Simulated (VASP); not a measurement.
# MgZnO4 (P4/mmm) in VASP: single point with PBE

Aim: the single point of MgZnO4 with PBE.

All numbers are computed with VASP 6.6.1; they aren't measurements. Logs are shortened: lines on timing, memory, paths and dates and some standing lists are left out, and cuts for length are marked.

### Step 1. The cell of the first run

Symmetry: P4/mmm, No. 123, tetragonal system. The conventional cell has a = 3.435 Å, b = 3.435 Å, c = 4.930 Å, α = 90.00°, β = 90.00°, γ = 90.00°. Mg (site symmetry 4/mmm) has 8 O at 2.16 Å within 2.9 Å. Zn (site symmetry 4/mmm) has 8 O at 2.07 Å within 2.7 Å. Within 2.7 Å of O (site symmetry 2mm) lie 2 Zn at 2.07 Å and 2 Mg at 2.16 Å and 6 O at 2.31 to 2.62 Å.

### Step 2. Single point, PBE

The input, INCAR:

```
ALGO = Normal
EDIFF = 1E-6
ENCUT = 520
GGA = PE
ISIF = 2
ISMEAR = 0
LASPH = T
LCHARG = F
LREAL = F
LWAVE = F
NBANDS = 28
NELM = 100
PREC = Accurate
SIGMA = 0.1
```

The input, KPOINTS:

```
k-points
0
Gamma
  6 6 4
```

The input, POSCAR:

```
MgZnO4
1.0
    3.4351185300      0.0000000000      0.0000000000
    0.0000000000      3.4351185300      0.0000000000
    0.0000000000      0.0000000000      4.9301617500
Mg Zn O
1 1 4
Direct
    0.0000000000      0.0000000000      0.0000000000
    0.5000000000      0.5000000000      0.5000000000
    0.5000000000      0.0000000000      0.7338745000
    0.0000000000      0.5000000000      0.2661255000
    0.5000000000      0.0000000000      0.2661255000
    0.0000000000      0.5000000000      0.7338745000
```

Potentials or basis: VASP PAW PBE potentials, release 64 (Mg, Zn, O).

Launch:

```
cat potpaw_PBE.64/Mg/POTCAR potpaw_PBE.64/Zn/POTCAR potpaw_PBE.64/O/POTCAR > POTCAR
mpirun -np 1 vasp_std > vasp.out
```

OUTCAR:

```text
EDIFF = 1E-6
   ENCUT = 520
   GGA = PE
   ISIF = 2
   ISMEAR = 0
   LASPH = T
   LREAL = F
   NELM = 100
   PREC = Accurate

 ion  position               nearest neighbor table
   1  0.000  0.000  0.000-   3 2.16   4 2.16   5 2.16   6 2.16   4 2.16   6 2.16   3 2.16   5 2.16

   2  0.500  0.500  0.500-   3 2.07   4 2.07   5 2.07   6 2.07   3 2.07   5 2.07   4 2.07   6 2.07

   3  0.500  0.000  0.734-   2 2.07   2 2.07   1 2.16   1 2.16
   4  0.000  0.500  0.266-   2 2.07   2 2.07   1 2.16   1 2.16
   5  0.500  0.000  0.266-   2 2.07   2 2.07   1 2.16   1 2.16
   6  0.000  0.500  0.734-   2 2.07   2 2.07   1 2.16   1 2.16

  LATTYP: Found a simple tetragonal cell.
 ALAT       =     3.4351185300
 C/A-ratio  =     1.4352231828

  Lattice vectors:

 A1 = (   3.4351185300,   0.0000000000,   0.0000000000)
 A2 = (   0.0000000000,   3.4351185300,   0.0000000000)
 A3 = (   0.0000000000,   0.0000000000,   4.9301617500)

Analysis of symmetry for initial positions (statically):
=====================================================================
 Subroutine PRICEL returns:
 Original cell was already a primitive cell.

 Routine SETGRP: Setting up the symmetry group for a
 simple tetragonal supercell.

 Subroutine GETGRP returns: Found 16 space group operations
 (whereof 16 operations were pure point group operations)
 out of a pool of 16 trial point group operations.

The static configuration has the point symmetry D_4h.

Analysis of symmetry for dynamics (positions and initial velocities):
=====================================================================
 Subroutine PRICEL returns:
 Original cell was already a primitive cell.

 Routine SETGRP: Setting up the symmetry group for a
 simple tetragonal supercell.

 Subroutine GETGRP returns: Found 16 space group operations
 (whereof 16 operations were pure point group operations)
 out of a pool of 16 trial point group operations.

The dynamic configuration has the point symmetry D_4h.

 Subroutine INISYM returns: Found 16 space group operations
 (whereof 16 operations are pure point group operations),
 and found     1 'primitive' translations

----------------------------------------------------------------------------------------

                                     Primitive cell

  volume of cell :      58.1761

  direct lattice vectors                    reciprocal lattice vectors
     3.435118530  0.000000000  0.000000000     0.291110770  0.000000000  0.000000000
     0.000000000  3.435118530  0.000000000     0.000000000  0.291110770  0.000000000
     0.000000000  0.000000000  4.930161750     0.000000000  0.000000000  0.202833102

  length of vectors
     3.435118530  3.435118530  4.930161750     0.291110770  0.291110770  0.202833102

  position of ions in fractional coordinates (direct lattice)
     0.000000000  0.000000000  0.000000000
     0.500000000  0.500000000  0.500000000
     0.500000000  0.000000000  0.733874500
     0.000000000  0.500000000  0.266125500
     0.500000000  0.000000000  0.266125500
     0.000000000  0.500000000  0.733874500

  ion indices of the primitive-cell ions
   primitive index   ion index
                 1           1
                 2           2
                 3           3
                 4           4
                 5           5
                 6           6

----------------------------------------------------------------------------------------

 KPOINTS: k-points

Automatic generation of k-mesh.
 Grid dimensions read from file:
 generate k-points for:    6    6    4

 Generating k-lattice:

  Cartesian coordinates                     Fractional coordinates (reciprocal lattice)
     0.048518462  0.000000000  0.000000000     0.166666667  0.000000000  0.000000000
     0.000000000  0.048518462  0.000000000     0.000000000  0.166666667  0.000000000
     0.000000000  0.000000000  0.050708275     0.000000000  0.000000000  0.250000000

  Length of vectors
     0.048518462  0.048518462  0.050708275

  Shift w.r.t. Gamma in fractional coordinates (k-lattice)
     0.000000000  0.000000000  0.000000000

 Subroutine IBZKPT returns following result:
 ===========================================

 Found     30 irreducible k-points:

 Following reciprocal coordinates:
            Coordinates               Weight
  0.000000  0.000000  0.000000      1.000000
  0.166667  0.000000  0.000000      4.000000
  0.333333  0.000000  0.000000      4.000000
  0.500000  0.000000  0.000000      2.000000
  0.166667  0.166667  0.000000      4.000000
  0.333333  0.166667  0.000000      8.000000
[... 16 lines left out ...]
  0.333333  0.000000  0.500000      4.000000
  0.500000  0.000000  0.500000      2.000000
 [... further k-points ...]
   k-points           NKPTS =     30   k-points in BZ     NKDIM =     30   number of bands    NBANDS=     28
   number of dos      NEDOS =    301   number of ions     NIONS =      6
   total plane-waves  NPLWV =  31360
   dimension x,y,z NGX =    28 NGY =   28 NGZ =   40
   dimension x,y,z NGXF=    56 NGYF=   56 NGZF=   80
   ions per type =               1   1   4
   NGX,Y,Z   is equivalent  to a cutoff of  13.55, 13.55, 13.49 a.u.
   NGXF,Y,Z  is equivalent  to a cutoff of  27.10, 27.10, 26.98 a.u.
 SYSTEM =  unknown system
   PREC   = accura    normal or accurate (medium, high low for compatibility)
   ISTART =      0    job   : 0-new  1-cont  2-samecut
   ICHARG =      2    charge: 1-file 2-atom 10-const
   ISPIN  =      1    spin polarized calculation?
   LNONCOLLINEAR =      F non collinear calculations
   LSORBIT =      F    spin-orbit coupling
   LASPH  =      T    aspherical Exc in radial PAW
   ENCUT  =  520.0 eV  38.22 Ry    6.18 a.u.   6.39  6.39  9.17*2*pi/ulx,y,z
   NELM   =    100;   NELMIN=  2; NELMDL= -5     # of ELM steps
   EDIFF  = 0.1E-05   stopping-criterion for ELM
   LREAL  =      F    real-space projection
   EDIFFG = 0.1E-04   stopping-criterion for IOM
   NSW    =      0    number of steps for IOM
   IBRION =     -1    ionic relax: 0-MD 1-quasi-New 2-CG
   NFREE  =      0    steps in history (QN), initial steepest desc. (CG)
   ISIF   =      2    stress and relaxation
   ISYM   =      2    0-nonsym 1-usesym 2-fastsym
   POTIM  = 0.5000    time-step for ionic-motion
   TEBEG  =    0.0;   TEEND  =   0.0 temperature during run
   PSTRESS=    0.0 pullay stress
   NELECT =      38.0000    total number of electrons
   NUPDOWN=      -1.0000    fix difference up-down
   EMIN   =  10.00;   EMAX   =-10.00  energy-range for DOS
   EFERMI =   0.00;   METHOD = LEGACY
   ISMEAR =     0;   SIGMA  =   0.10  broadening in eV -4-tet -1-fermi 0-gaus
   EFERMI_NEDOS =   21; number of points for ismear=-14 and -15
   IALGO  =     38    algorithm
   IMIX   =      4    mixing-type and parameters
     AMIX     =   0.40;   BMIX     =  1.00
     AMIX_MAG =   1.60;   BMIX_MAG =  1.00
  volume/ion in A,a.u.               =       9.70        65.43
  Fermi-wavevector in a.u.,A,eV,Ry     =   1.420434  2.684232 27.451572  2.017634
  Thomas-Fermi vector in A             =   2.541350
   LORBIT       =      0    0 simple, 1 ext, 2 COOP (PROOUT), +10 PAW based schemes
   GGA     = PE    functional components
   LHFCALC =     F    Hartree Fock is set to
   AEXX    =    0.0000 exact exchange contribution
   IVDW    =     0    specifies the selected vdW correction
   LEPSILON=     F    determine dielectric tensor
   LRPA    =     F    only Hartree local field effects (RPA)
 non-spin polarized calculation
 Gauss-broadening in eV      SIGMA  =   0.10
  energy-cutoff  :      520.00
  volume of cell :       58.18
 maximum number of plane-waves:      1602
 NGX is ok and might be reduce to    28
   NGX = 13   NGY = 13   NGZ = 19

 number of electron      37.9999978 magnetization

 Free energy of the ion-electron system (eV)
  ---------------------------------------------------
  ext. energy  EPLUGINS =         0.00000000
  ---------------------------------------------------
  free energy    TOTEN  =       -26.11766932 eV

  energy without entropy =      -26.08604494  energy(sigma->0) =      -26.10185713

 E-fermi :   1.9677     XC(G=0): -11.2102

 val. band max:        1.9334118458   @ k =   0.3333   0.0000   0.2500
 cond. band min:       1.9890879288   @ k =   0.3333   0.1667   0.0000
 fundamental gap:      0.0556760830
 Fermi energy:         1.9676918166

 k-point     1 :       0.0000    0.0000    0.0000
  band No.  band energies     occupation
      1     -17.0646      2.00000
      2     -15.5071      2.00000
      3     -14.4292      2.00000
      4     -13.2237      2.00000
      5      -4.6576      2.00000
      6      -4.1869      2.00000
[... 20 lines left out ...]
     27      14.2957      0.00000
     28      15.1912      0.00000

 k-point     2 :       0.1667    0.0000    0.0000
  band No.  band energies     occupation
      1     -16.8935      2.00000
      2     -15.3811      2.00000
      3     -14.5996      2.00000
      4     -13.4160      2.00000
      5      -4.4807      2.00000
      6      -4.1375      2.00000
[... 20 lines left out ...]
     27      14.6130      0.00000
     28      15.7404      0.00000

 k-point     3 :       0.3333    0.0000    0.0000
  band No.  band energies     occupation
      1     -16.4189      2.00000
      2     -15.0791      2.00000
      3     -15.0232      2.00000
      4     -13.9004      2.00000
      5      -4.2777      2.00000
      6      -4.0356      2.00000
[... 20 lines left out ...]
     27      15.5162      0.00000
     28      16.9861      0.00000

 k-point     4 :       0.5000    0.0000    0.0000
  band No.  band energies     occupation
      1     -15.8107      2.00000
      2     -15.6924      2.00000
      3     -14.5269      2.00000
      4     -14.4572      2.00000
      5      -4.3112      2.00000
      6      -3.9831      2.00000
[... 578 lines left out ...]
     27      16.4113      0.00000
     28      16.5065      0.00000

 k-point    23 :       0.3333    0.0000    0.5000
  band No.  band energies     occupation
      1     -16.0557      2.00000
      2     -15.5076      2.00000
      3     -14.7776      2.00000
      4     -14.2848      2.00000
      5      -4.0862      2.00000
      6      -3.8721      2.00000
[... 20 lines left out ...]
     27      17.0027      0.00000
     28      17.2275      0.00000

 k-point    24 :       0.5000    0.0000    0.5000
  band No.  band energies     occupation
      1     -15.5092      2.00000
      2     -15.3318      2.00000
      3     -14.9763      2.00000
      4     -14.8640      2.00000
      5      -4.0265      2.00000
      6      -3.9630      2.00000
[... 20 lines left out ...]
     27      17.3208      0.00000
     28      18.1964      0.00000

 [... further k-points ...]
[... 5 lines left out ...]
  --------------------------------------------------------------------------------------
  -------------------------------------------------------------------------------------
  Total        2.2689187      2.2689187      3.3752038      0.0000000      0.0000000     -0.0000000
  in kB       62.4863134     62.4863134     92.9535471      0.0000000      0.0000000     -0.0000000
  external PRESSURE =      72.6420580 kB  Pullay stress =       0.0000000 kB

 VOLUME and BASIS-vectors are now :
 -----------------------------------------------------------------------------
  energy-cutoff  :      520.00
  volume of cell :       58.18
      direct lattice vectors                 reciprocal lattice vectors
     3.435118530  0.000000000  0.000000000     0.291110770  0.000000000  0.000000000
     0.000000000  3.435118530  0.000000000     0.000000000  0.291110770  0.000000000
     0.000000000  0.000000000  4.930161750     0.000000000  0.000000000  0.202833102

 POSITION                                       TOTAL-FORCE (eV/Angst)
 -----------------------------------------------------------------------------------
      0.00000      0.00000      0.00000        -0.000000      0.000000      0.000000
      1.71756      1.71756      2.46508        -0.000000      0.000000      0.000000
      1.71756      0.00000      3.61812         0.000000      0.000000      1.018043
      0.00000      1.71756      1.31204         0.000000     -0.000000     -1.018043
      1.71756      0.00000      1.31204        -0.000000      0.000000     -1.018043
      0.00000      1.71756      3.61812        -0.000000     -0.000000      1.018043
 -----------------------------------------------------------------------------------
    total drift:                                0.000000      0.000000      0.000000

  FREE ENERGIE OF THE ION-ELECTRON SYSTEM (eV)
  ---------------------------------------------------
  free  energy   TOTEN  =       -26.1176693220 eV

  energy  without entropy=      -26.0860449375  energy(sigma->0) =      -26.10185713
```

Run time: 24 s. Hardware: 1 thread of Intel Xeon 6975P-C (Granite Rapids), shared host; peak memory 0.2 GiB.

Results:

```yaml
Free_energy: -26.1177 eV
Pressure: 7.3 GPa
Largest_force: 1.018 eV/Å
Band_gap_on_the_k_mesh: zero (band 19 reaches 2.54 eV, above the bottom of band 20 at 0.84 eV)
```

Forces on the atoms (eV/Å):
```
Mg   0.000  0.000  0.000
Zn   0.000  0.000  0.000
O    0.000  0.000  1.018
O    0.000  0.000 -1.018
O    0.000  0.000 -1.018
O    0.000  0.000  1.018
```

Levels at points of the mesh, in eV from the Fermi level:
```
           k point  band 17  band 18  band 19  band 20  band 21  band 22
(0.00, 0.00, 0.00)    -0.37    -0.37     0.57     0.57     0.65     5.86
(0.50, 0.00, 0.00)    -1.67    -1.49    -0.38     0.07     0.45     9.12
(0.50, 0.50, 0.00)     0.43     0.43     0.51     0.75     0.83     7.68
(0.00, 0.00, 0.50)    -0.67    -0.24    -0.24     0.42     0.42     7.58
(0.50, 0.00, 0.50)    -1.74    -1.67    -1.16    -1.13    -0.68     9.42
(0.50, 0.50, 0.50)    -1.24     0.39     0.54     0.63     0.86     9.52
```

Caveat: forces of over 1 eV/Å act on the atoms, so gaps and moduli don't describe the material at rest.
